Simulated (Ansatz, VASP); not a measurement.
## Two plane-wave programs on K

```
K
1.0
    -2.67743    2.67743    2.67743
     2.67743   -2.67743    2.67743
     2.67743    2.67743   -2.67743
K
1
Direct
  0.00000 0.00000 0.00000
```

Alike in both runs: task single point; functional PBEsol; k mesh 12 × 12 × 12; occupations gaussian, width 0.1 eV; no spin polarisation.

|  | VASP | Ansatz |
| --- | --- | --- |
| version | VASP 6.6.1 | Ansatz 0.2.0 |
| potentials or method | VASP PAW PBE potentials, release 64 (K_sv), cutoff 520 eV | scalar-relativistic, plane waves, PAW |
| valence electrons in the cell | 9 | 9 |

```tsv
	VASP	Ansatz	Ansatz less VASP
gap on the k mesh at the Fermi level (eV)	none	none	-
pressure (GPa)	-0.3	-0.3	+0.01
```

VASP's potentials were made for PBE, not for PBEsol. A gap of «none» marks a metal or a gap that the smearing closes.
